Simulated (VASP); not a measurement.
**Ti: single point with PBE**

The system is Ti.

```
Ti
1.0
    -1.35803    1.35803    1.35803
     1.35803   -1.35803    1.35803
     1.35803    1.35803   -1.35803
Ti
1
Direct
  0.00000 0.00000 0.00000
```

```
Program                : VASP 6.6.1
Task                   : single point
Functional             : PBE
Potentials or basis    : VASP PAW PBE potentials, release 64 (Ti_sv)
Cutoff                 : 520 eV
k mesh                 : 20 × 20 × 20
Occupations            : fermi-dirac, width 0.1 eV
Spin                   : no spin polarisation
Dipole correction      : no
Further INCAR settings : ALGO = Normal; EDIFF = 1e-06; NBANDS = 12
```

```yaml
Pressure: 129.5 GPa
Band_gap_on_the_k_mesh: zero (band 6 reaches 16.41 eV, above the bottom of band 7 at 14.07 eV)
```

Levels at points of the mesh, in eV from the Fermi level:
```tsv
k point	band 4	band 5	band 6	band 7	band 8	band 9
(0.00, 0.00, 0.00)	-30.43	-6.22	1.18	1.18	1.18	4.48
(0.50, 0.00, 0.00)	-30.50	-4.31	-1.59	4.65	4.75	5.37
(0.50, 0.50, 0.50)	-32.54	-4.97	-4.97	7.14	7.14	7.14
```

Wall time 13 s on 1 thread of Intel(R) Xeon(R) 6975P-C (Granite Rapids), on a shared host, peak memory 0.14 GiB.
